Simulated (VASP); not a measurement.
# GaSb (F-43m) in VASP: single point with HSE06+D3(BJ)

Aim: the single point of GaSb with HSE06+D3(BJ).

All numbers are computed with VASP 6.6.1; they aren't measurements. Logs are shortened: lines on timing, memory, paths and dates and some standing lists are left out, and cuts for length are marked.

### 1 The cell of the first run

Symmetry: F-43m, No. 216, cubic system. Conventional cell: a = 6.132 Å, b = 6.132 Å, c = 6.132 Å, α = 90.00°, β = 90.00°, γ = 90.00°. Ga (site symmetry -43m) has 4 Sb at 2.66 Å within 3.5 Å. Sb (site symmetry -43m) has 4 Ga at 2.66 Å within 3.5 Å.

### 2 Single point, HSE06+D3(BJ)

POSCAR reads:

```
GaSb
1.0
    0.0000000000      3.0658788003      3.0658788003
    3.0658788003      0.0000000000      3.0658788003
    3.0658788003      3.0658788003      0.0000000000
Ga Sb
1 1
Direct
    0.0000000000      0.0000000000      0.0000000000
    0.2500000000      0.2500000000      0.2500000000
```

INCAR.step1 reads:

```
  ALGO = Normal
  EDIFF = 1E-5
  ENCUT = 520
  GGA = PE
  ISIF = 2
  ISMEAR = -1
  LASPH = T
  LREAL = F
  LWAVE = T
  NBANDS = 16
  NELM = 60
  PREC = Accurate
  SIGMA = 0.02
```

INCAR.step2 reads:

```
  ALGO = Normal
  EDIFF = 1E-6
  ENCUT = 520
  GGA = PE
  HFSCREEN = 0.2079
  ISIF = 2
  ISMEAR = -1
  ISTART = 1
  IVDW = 12
  LASPH = T
  LCHARG = T
  LELF = T
  LHFCALC = T
  LREAL = F
  LVHAR = T
  LWAVE = F
  NBANDS = 16
  NELM = 60
  PREC = Accurate
  PRECFOCK = Normal
  SIGMA = 0.02
  VDW_A1 = 0.383
  VDW_A2 = 5.685
  VDW_S6 = 1.0
  VDW_S8 = 2.31
```

KPOINTS reads:

```
k-points
0
Gamma
  4 4 4
```

Potentials or basis: VASP PAW PBE potentials, release 64 (Ga_d, Sb).

The run is started by

```console
> cat potpaw_PBE.64/Ga_d/POTCAR potpaw_PBE.64/Sb/POTCAR > POTCAR
> cp INCAR.step1 INCAR
> mpirun -np 1 vasp_std > vasp.out
> cp INCAR.step2 INCAR
> mpirun -np 1 vasp_std > vasp.out
```

OUTCAR:

```text
EDIFF = 1E-6
   ENCUT = 520
   GGA = PE
   HFSCREEN = 0.2079
   ISIF = 2
   ISMEAR = -1
   ISTART = 1
   IVDW = 12
   LASPH = T
   LHFCALC = T
   LREAL = F
   NELM = 60
   PREC = Accurate
   PRECFOCK = Normal
 IVDW          = 12

 ion  position               nearest neighbor table
   1  0.000  0.000  0.000-   2 2.66   2 2.66   2 2.66   2 2.66
   2  0.250  0.250  0.250-   1 2.66   1 2.66   1 2.66   1 2.66

  LATTYP: Found a face centered cubic cell.
 ALAT       =     6.1317576006

  Lattice vectors:

 A1 = (   0.0000000000,   3.0658788003,   3.0658788003)
 A2 = (   3.0658788003,   0.0000000000,   3.0658788003)
 A3 = (   3.0658788003,   3.0658788003,   0.0000000000)

Analysis of symmetry for initial positions (statically):
=====================================================================
 Subroutine PRICEL returns:
 Original cell was already a primitive cell.

 Routine SETGRP: Setting up the symmetry group for a
 face centered cubic supercell.

 Subroutine GETGRP returns: Found 24 space group operations
 (whereof 24 operations were pure point group operations)
 out of a pool of 48 trial point group operations.

The static configuration has the point symmetry T_d .

Analysis of symmetry for dynamics (positions and initial velocities):
=====================================================================
 Subroutine PRICEL returns:
 Original cell was already a primitive cell.

 Routine SETGRP: Setting up the symmetry group for a
 face centered cubic supercell.

 Subroutine GETGRP returns: Found 24 space group operations
 (whereof 24 operations were pure point group operations)
 out of a pool of 48 trial point group operations.

The dynamic configuration has the point symmetry T_d .

 Subroutine INISYM returns: Found 24 space group operations
 (whereof 24 operations are pure point group operations),
 and found     1 'primitive' translations

----------------------------------------------------------------------------------------

                                     Primitive cell

  volume of cell :      57.6361

  direct lattice vectors                    reciprocal lattice vectors
     0.000000000  3.065878800  3.065878800    -0.163085377  0.163085377  0.163085377
     3.065878800  0.000000000  3.065878800     0.163085377 -0.163085377  0.163085377
     3.065878800  3.065878800  0.000000000     0.163085377  0.163085377 -0.163085377

  length of vectors
     4.335807380  4.335807380  4.335807380     0.282472159  0.282472159  0.282472159

  position of ions in fractional coordinates (direct lattice)
     0.000000000  0.000000000  0.000000000
     0.250000000  0.250000000  0.250000000

  ion indices of the primitive-cell ions
   primitive index   ion index
                 1           1
                 2           2

----------------------------------------------------------------------------------------

 KPOINTS: k-points

Automatic generation of k-mesh.
 Grid dimensions read from file:
 generate k-points for:    4    4    4

 Generating k-lattice:

  Cartesian coordinates                     Fractional coordinates (reciprocal lattice)
    -0.040771344  0.040771344  0.040771344     0.250000000  0.000000000  0.000000000
     0.040771344 -0.040771344  0.040771344     0.000000000  0.250000000  0.000000000
     0.040771344  0.040771344 -0.040771344     0.000000000  0.000000000  0.250000000

  Length of vectors
     0.070618040  0.070618040  0.070618040

  Shift w.r.t. Gamma in fractional coordinates (k-lattice)
     0.000000000  0.000000000  0.000000000

 Subroutine IBZKPT returns following result:
 ===========================================

 Found      8 irreducible k-points:

 Following reciprocal coordinates:
            Coordinates               Weight
  0.000000  0.000000  0.000000      1.000000
  0.250000  0.000000  0.000000      8.000000
  0.500000  0.000000  0.000000      4.000000
  0.250000  0.250000  0.000000      6.000000
  0.500000  0.250000  0.000000     24.000000
 -0.250000  0.250000  0.000000     12.000000
  0.500000  0.500000  0.000000      3.000000
 -0.250000  0.500000  0.250000      6.000000
   k-points           NKPTS =      8   k-points in BZ     NKDIM =     64   number of bands    NBANDS=     16
   number of dos      NEDOS =    301   number of ions     NIONS =      2
   total plane-waves  NPLWV =  32768
   dimension x,y,z NGX =    32 NGY =   32 NGZ =   32
   dimension x,y,z NGXF=    64 NGYF=   64 NGZF=   64
   ions per type =               1   1
   NGX,Y,Z   is equivalent  to a cutoff of  12.27, 12.27, 12.27 a.u.
   NGXF,Y,Z  is equivalent  to a cutoff of  24.54, 24.54, 24.54 a.u.
 SYSTEM =  unknown system
   PREC   = accura    normal or accurate (medium, high low for compatibility)
   ISTART =      1    job   : 0-new  1-cont  2-samecut
   ICHARG =      0    charge: 1-file 2-atom 10-const
   ISPIN  =      1    spin polarized calculation?
   LNONCOLLINEAR =      F non collinear calculations
   LSORBIT =      F    spin-orbit coupling
   LASPH  =      T    aspherical Exc in radial PAW
   ENCUT  =  520.0 eV  38.22 Ry    6.18 a.u.   8.06  8.06  8.06*2*pi/ulx,y,z
   NELM   =     60;   NELMIN=  2; NELMDL=  0     # of ELM steps
   EDIFF  = 0.1E-05   stopping-criterion for ELM
   LREAL  =      F    real-space projection
   EDIFFG = 0.1E-04   stopping-criterion for IOM
   NSW    =      0    number of steps for IOM
   IBRION =     -1    ionic relax: 0-MD 1-quasi-New 2-CG
   NFREE  =      0    steps in history (QN), initial steepest desc. (CG)
   ISIF   =      2    stress and relaxation
   ISYM   =      3    0-nonsym 1-usesym 2-fastsym
   POTIM  = 0.5000    time-step for ionic-motion
   TEBEG  =    0.0;   TEEND  =   0.0 temperature during run
   PSTRESS=    0.0 pullay stress
   NELECT =      18.0000    total number of electrons
   NUPDOWN=      -1.0000    fix difference up-down
   EMIN   =  10.00;   EMAX   =-10.00  energy-range for DOS
   EFERMI =   0.00;   METHOD = LEGACY
   ISMEAR =    -1;   SIGMA  =   0.02  broadening in eV -4-tet -1-fermi 0-gaus
   EFERMI_NEDOS =   21; number of points for ismear=-14 and -15
   IALGO  =     38    algorithm
   IMIX   =      1    mixing-type and parameters
     AMIX     =   0.40;   BMIX     =  1.00
     AMIX_MAG =   1.60;   BMIX_MAG =  1.00
  volume/ion in A,a.u.               =      28.82       194.47
  Fermi-wavevector in a.u.,A,eV,Ry     =   1.110710  2.098938 16.785191  1.233677
  Thomas-Fermi vector in A             =   2.247265
   LORBIT       =      0    0 simple, 1 ext, 2 COOP (PROOUT), +10 PAW based schemes
   GGA     = PE    functional components
   LHFCALC =     T    Hartree Fock is set to
   PRECFOCK=normal    Normal, Fast or Accurate (Low or Medium for compatibility)
   ENCUT4O =  -1.0   cutoff for four orbital integrals eV
   NKREDX  =     1    reduce k-point grid by
   NKREDY  =     1    reduce k-point grid by
   NKREDZ  =     1    reduce k-point grid by
   AEXX    =    0.2500 exact exchange contribution
   HFSCREEN=    0.2079 screening length (either q_TF or 0.3 A-1)
   HFSCREENC=   0.2079 screening length for correlation (either q_TF or 0.3 A-1)
   ENCUTFOCK=  -1.0 apply spherical cutoff to Coloumb kernel
   IVDW    =    12    specifies the selected vdW correction
   LEPSILON=     F    determine dielectric tensor
   LRPA    =     F    only Hartree local field effects (RPA)
 non-spin polarized calculation
  energy-cutoff  :      520.00
  volume of cell :       57.64
 maximum number of plane-waves:      1572
  NGX = 28; NGY = 28; NGZ = 28

 number of electron      17.9999989 magnetization

 Free energy of the ion-electron system (eV)
  ---------------------------------------------------
  ext. energy  EPLUGINS =         0.00000000
  ---------------------------------------------------
  free energy    TOTEN  =        -8.78189434 eV

  energy without entropy =       -8.78189434  energy(sigma->0) =       -8.78189434

 E-fermi :   4.8591     XC(G=0):  -7.5368

 val. band max:        4.4101721518   @ k =   0.0000   0.0000   0.0000
 cond. band min:       5.2553264596   @ k =   0.0000   0.0000   0.0000
 fundamental gap:      0.8451543079
 Fermi energy:         4.8591440543

 k-point     1 :       0.0000    0.0000    0.0000
  band No.  band energies     occupation
      1     -13.2470      2.00000
      2     -13.2470      2.00000
      3     -13.2470      2.00000
      4     -13.1963      2.00000
      5     -13.1963      2.00000
      6      -8.0676      2.00000
      7       4.4102      2.00000
      8       4.4102      2.00000
      9       4.4102      2.00000
     10       5.2553      0.00000
     11       7.9041      0.00000
     12       7.9041      0.00000
     13       7.9041      0.00000
     14      11.1004      0.00000
     15      13.8507      0.00000
     16      13.8508      0.00000

 k-point     2 :       0.2500    0.0000    0.0000
  band No.  band energies     occupation
      1     -13.2555      2.00000
      2     -13.2417      2.00000
      3     -13.2417      2.00000
      4     -13.1967      2.00000
      5     -13.1967      2.00000
      6      -7.3961      2.00000
      7       0.1916      2.00000
      8       3.6784      2.00000
      9       3.6784      2.00000
     10       5.9264      0.00000
     11       8.8085      0.00000
     12       8.8085      0.00000
     13      10.4904      0.00000
     14      12.5079      0.00000
     15      12.8247      0.00000
     16      12.8247      0.00000

 k-point     3 :       0.5000    0.0000    0.0000
  band No.  band energies     occupation
      1     -13.2641      2.00000
      2     -13.2372      2.00000
      3     -13.2372      2.00000
      4     -13.1964      2.00000
      5     -13.1964      2.00000
      6      -6.2858      2.00000
      7      -2.4344      2.00000
      8       3.1840      2.00000
      9       3.1840      2.00000
     10       5.4946      0.00000
     11       8.9027      0.00000
     12       8.9027      0.00000
     13      11.7421      0.00000
     14      14.8014      0.00000
     15      15.3538      0.00000
     16      15.3538      0.00000

 k-point     4 :       0.2500    0.2500    0.0000
  band No.  band energies     occupation
      1     -13.2637      2.00000
      2     -13.2363      2.00000
      3     -13.2363      2.00000
      4     -13.2007      2.00000
      5     -13.1946      2.00000
      6      -7.1553      2.00000
      7       0.1850      2.00000
      8       2.6547      2.00000
      9       2.6547      2.00000
     10       6.3030      0.00000
     11       7.8695      0.00000
     12      10.7930      0.00000
     13      10.7930      0.00000
     14      11.7611      0.00000
     15      14.5210      0.00000
     16      14.7040      0.00000

 k-point     5 :       0.5000    0.2500    0.0000
  band No.  band energies     occupation
      1     -13.2706      2.00000
      2     -13.2322      2.00000
      3     -13.2310      2.00000
      4     -13.2012      2.00000
      5     -13.1950      2.00000
      6      -5.9523      2.00000
      7      -2.1945      2.00000
      8       1.1581      2.00000
      9       2.2926      2.00000
     10       6.6640      0.00000
     11       9.1727      0.00000
     12      10.3913      0.00000
     13      11.1212      0.00000
     14      14.4959      0.00000
     15      15.4870      0.00000
     16      15.9072      0.00000

 k-point     6 :      -0.2500    0.2500    0.0000
  band No.  band energies     occupation
      1     -13.2649      2.00000
      2     -13.2358      2.00000
      3     -13.2351      2.00000
      4     -13.1978      2.00000
      5     -13.1972      2.00000
      6      -6.4190      2.00000
      7      -1.4792      2.00000
      8       1.0369      2.00000
      9       3.1162      2.00000
     10       7.1356      0.00000
     11       9.8576      0.00000
     12       9.9226      0.00000
     13      10.3146      0.00000
     14      12.2486      0.00000
     15      14.0215      0.00000
     16      16.0520      0.00000

 k-point     7 :       0.5000    0.5000    0.0000
  band No.  band energies     occupation
      1     -13.2790      2.00000
      2     -13.2253      2.00000
      3     -13.2253      2.00000
      4     -13.2061      2.00000
      5     -13.1929      2.00000
      6      -5.3643      2.00000
      7      -2.9197      2.00000
      8       1.6561      2.00000
      9       1.6561      2.00000
     10       5.9345      0.00000
     11       6.2671      0.00000
     12      14.2753      0.00000
     13      14.2753      0.00000
     14      15.6170      0.00000
     15      16.4283      0.00000
     16      16.6634      0.00000

 k-point     8 :      -0.2500    0.5000    0.2500
  band No.  band energies     occupation
      1     -13.2731      2.00000
      2     -13.2320      2.00000
      3     -13.2265      2.00000
      4     -13.2016      2.00000
      5     -13.1960      2.00000
      6      -5.3178      2.00000
      7      -2.7663      2.00000
      8       0.8492      2.00000
      9       1.1014      2.00000
     10       8.9420      0.00000
     11       9.4219      0.00000
     12       9.7042      0.00000
     13       9.9264      0.00000
     14      15.4714      0.00000
     15      15.5118      0.00000
     16      16.9050      0.00000

------------------------ aborting loop because EDIFF is reached ----------------------------------------

 Edisp (eV)   -0.89110

 E8    (eV) :    -0.6136

  FORCE on cell =-STRESS in cart. coord.  units (eV):
  Direction    XX          YY          ZZ          XY          YZ          ZX
  --------------------------------------------------------------------------------------
  -------------------------------------------------------------------------------------
  Total      -0.94781    -0.94781    -0.94781     0.00000     0.00000     0.00000
  in kB     -26.34734   -26.34734   -26.34734     0.00000     0.00000     0.00000
  external pressure =      -26.35 kB  Pullay stress =        0.00 kB

 VOLUME and BASIS-vectors are now :
 -----------------------------------------------------------------------------
  energy-cutoff  :      520.00
  volume of cell :       57.64
      direct lattice vectors                 reciprocal lattice vectors
     0.000000000  3.065878800  3.065878800    -0.163085377  0.163085377  0.163085377
     3.065878800  0.000000000  3.065878800     0.163085377 -0.163085377  0.163085377
     3.065878800  3.065878800  0.000000000     0.163085377  0.163085377 -0.163085377

 POSITION                                       TOTAL-FORCE (eV/Angst)
 -----------------------------------------------------------------------------------
      0.00000      0.00000      0.00000         0.000000      0.000000      0.000000
      1.53294      1.53294      1.53294        -0.000000     -0.000000     -0.000000
 -----------------------------------------------------------------------------------
    total drift:                                0.000014     -0.000017      0.000000

  FREE ENERGIE OF THE ION-ELECTRON SYSTEM (eV)
  ---------------------------------------------------
  free  energy   TOTEN  =        -9.6729894117 eV

  energy  without entropy=       -9.6729894116  energy(sigma->0) =       -9.67298941
```

It took 29 min on 1 thread of AMD EPYC 7R13, shared host; peak memory 0.28 GiB.

What came out:

* Free energy: -9.6730 eV
* Pressure: -2.6 GPa
* Band gap on the k mesh: 0.85 eV, direct
* Dispersion energy per atom: -0.446 eV

Levels at points of the mesh, in eV from the valence-band top:
```
           k point  band 5  band 6  band 7  band 8  band 9  band 10  band 11  band 12  band 13  band 14
(0.00, 0.00, 0.00)  -17.61  -12.48    0.00    0.00    0.00     0.85     3.49     3.49     3.49     6.69
(0.50, 0.00, 0.00)  -17.61  -10.70   -6.84   -1.23   -1.23     1.08     4.49     4.49     7.33    10.39
(0.50, 0.50, 0.00)  -17.60   -9.77   -7.33   -2.75   -2.75     1.52     1.86     9.87     9.87    11.21
```

Caveat: the k points lie up to 0.44 Å⁻¹ apart; the PAW data sets were made with another functional, which shifts forces and pressure a little; spin-orbit coupling is left out, which moves the levels of the heavy elements.
